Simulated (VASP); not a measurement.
Wanted: the native input for a VASP 6.6.1 run.

* Task: single point
* Functional: RPBE
* Dispersion: D4
* Potentials or basis: VASP PAW PBE potentials, release 64 (Ga_d, N)
* Cutoff: 520 eV
* k mesh: 10 × 10 × 10
* Occupations: gaussian, width 0.05 eV
* Spin: no spin polarisation
* Dipole correction: no
* Further INCAR settings: ALGO = Normal; EDIFF = 1e-07; NBANDS = 16

The structure of GaN lies in POSCAR:

```
GaN
1.0
    0.0000000000      2.0839626662      2.0839626662
    2.0839626662      0.0000000000      2.0839626662
    2.0839626662      2.0839626662      0.0000000000
Ga N
1 1
Direct
    0.5000000000      0.5000000000      0.5000000000
    0.0000000000      0.0000000000      0.0000000000
```

This cell differs from its parent crystal: volume scaled by 0.98.

The input as run:

INCAR

```
  ALGO = Normal
  EDIFF = 1E-7
  ENCUT = 520
  GGA = RP
  ISIF = 2
  ISMEAR = 0
  IVDW = 13
  LASPH = T
  LCHARG = F
  LREAL = F
  LWAVE = F
  NBANDS = 16
  NELM = 80
  PREC = Accurate
  SIGMA = 0.05
```

KPOINTS

```
k-points
0
Gamma
  10 10 10
```

Potentials or basis: VASP PAW PBE potentials, release 64 (Ga_d, N).

Run with:

```console
$ cat potpaw_PBE.64/Ga_d/POTCAR potpaw_PBE.64/N/POTCAR > POTCAR
$ mpirun -np 1 vasp_std > vasp.out
```

Results of the run:

```json
{
 "Pressure": "5.9 GPa",
 "Band gap on the k mesh": "0.99 eV, indirect (least direct gap 3.30 eV)",
 "Dispersion energy per atom": "-0.992 eV"
}
```

Caveat: the PAW data sets were made with another functional, which shifts forces and pressure a little.

It took 34 s on 1 thread of Intel(R) Xeon(R) Platinum 8488C (Sapphire Rapids), with other jobs on the host, peak memory 0.14 GiB.
